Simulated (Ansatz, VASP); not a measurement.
# Two plane-wave programs on Al2Cu

Contents of INCAR:

```
SYSTEM = Al2Cu
ALGO     = Normal         ! electronic algorithm
EDIFF    = 1E-7           ! SCF threshold, eV
ENCUT    = 520            ! plane-wave cutoff, eV
GGA      = PE             ! functional
ISIF     = 2              ! what is computed and relaxed
ISMEAR   = 0              ! smearing method
LASPH    = .TRUE.         ! aspherical terms in the spheres
LCHARG   = .TRUE.         ! write CHGCAR
LELF     = .TRUE.         ! ELF
LREAL    = .FALSE.        ! projectors in reciprocal space
LVHAR    = .TRUE.       
LWAVE    = .FALSE.        ! write WAVECAR
NBANDS   = 26             ! bands
NELM     = 80             ! most SCF steps
PREC     = Accurate       ! precision mode
SIGMA    = 0.2            ! smearing width, eV
```

Contents of KPOINTS:

```
k-points
0
G
  8 4 4
  0 0 0
```

File POSCAR:

```
Al2Cu
1.0
    2.8447481984      0.0000000000      0.0000000000
    0.0000000000      5.6894963968      0.0000000000
    0.0000000000      0.0000000000      5.8332173213
Al Cu
4 2
Direct
    0.5000000000      0.2500000000      0.7230685575
    0.5000000000      0.7500000000      0.7230685575
    0.5000000000      0.2500000000      0.2769314425
    0.5000000000      0.7500000000      0.2769314425
    0.0000000000      0.5000000000      0.0000000000
    0.0000000000      0.0000000000      0.0000000000
```

Input for Ansatz:

```yaml
crystal:
  lattice:
    - [2.8447481984, 0.0, 0.0]
    - [0.0, 5.6894963968, 0.0]
    - [0.0, 0.0, 5.8332173213]
  atoms:
    - { symbol: Al, position: [0.5, 0.25, 0.7230685575] }
    - { symbol: Al, position: [0.5, 0.75, 0.7230685575] }
    - { symbol: Al, position: [0.5, 0.25, 0.2769314425] }
    - { symbol: Al, position: [0.5, 0.75, 0.2769314425] }
    - { symbol: Cu, position: [0.0, 0.5, 0.0] }
    - { symbol: Cu, position: [0.0, 0.0, 0.0] }
basis:
  ecutwfc: 420
kpoints:
  mp_grid: { grid: [8, 4, 4] }
hamiltonian:
  xc: pbe
scf:
  occupations: { method: gaussian, width: 0.2 }
  lower_state_search: "off"
output:
  forces: true
  stress: true
  eigenvalues: true
```

Alike in both runs: task single point; functional PBE; k mesh 8 × 4 × 4; occupations gaussian, width 0.2 eV; no spin polarisation.

|  | VASP | Ansatz |
| --- | --- | --- |
| version | VASP 6.6.1 | Ansatz 0.2.0 |
| potentials or method | VASP PAW PBE potentials, release 64 (Al, Cu), cutoff 520 eV | scalar-relativistic, plane waves, PAW |
| valence electrons in the cell | 34 | 50 |

VASP gave:

* gap on the k mesh at the Fermi level (eV): none
* pressure (GPa): 0.1
* traceless stress, the component that is largest in VASP (GPa): 1.57
* rms of the force components (eV/Å): 0.030

**Question.** What did Ansatz give for the same quantities?

**Answer.** gap on the k mesh at the Fermi level (eV): none; pressure (GPa): -0.1; traceless stress, the component that is largest in VASP (GPa): 1.48; rms of the force components (eV/Å): 0.024.

Atom by atom the forces differ by 0.007 eV/Å (rms over components). A gap of «none» marks a metal or a gap that the smearing closes. VASP's potentials hold 34 valence electrons a cell and Ansatz's 50, so a difference there can come from the potentials and not from the codes.
